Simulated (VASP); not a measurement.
Input of a VASP 6.6.1 run:

INCAR

```
SYSTEM = In3Cu
  PREC = Accurate
  ENCUT = 520
  EDIFF = 1E-7
  ISMEAR = 0
  SIGMA = 0.15
  LREAL = .FALSE.
  LASPH = .TRUE.
  NELM = 60
  ALGO = Fast
  ISIF = 2
  LWAVE = .FALSE.
  LCHARG = .FALSE.
  NBANDS = 33
```

KPOINTS

```
regular mesh
0
G
  10 10 10
  0 0 0
```

POSCAR

```
In3Cu
1.0
    4.3341653501     -0.1141740445     -0.1141740445
   -0.1141740445      4.3341653501     -0.1141740445
   -0.1141740445     -0.1141740445      4.3341653501
In Cu
3 1
Direct
    0.0000000000      0.5000000000      0.5000000000
    0.5000000000      0.0000000000      0.5000000000
    0.5000000000      0.5000000000      0.0000000000
    0.0000000000      0.0000000000      0.0000000000
```

Potentials or basis: VASP PAW LDA potentials, release 64 (In_d, Cu).

Launch:

```sh
$ cat potpaw_LDA.64/In_d/POTCAR potpaw_LDA.64/Cu/POTCAR > POTCAR
$ mpirun -np 1 vasp_std > vasp.out
```

Task: What does it give for the band gap on the k mesh?

Result: Zero (band 25 reaches 10.72 eV, above the bottom of band 26 at 6.47 eV).

Task: Predict the pressure.

Result: 0.0 GPa.

Stress tensor (GPa, compression positive):
```
 0.04 -0.13 -0.13
-0.13  0.04 -0.13
-0.13 -0.13  0.04
```

Caveat: spin-orbit coupling is left out, which moves the levels of the heavy elements.
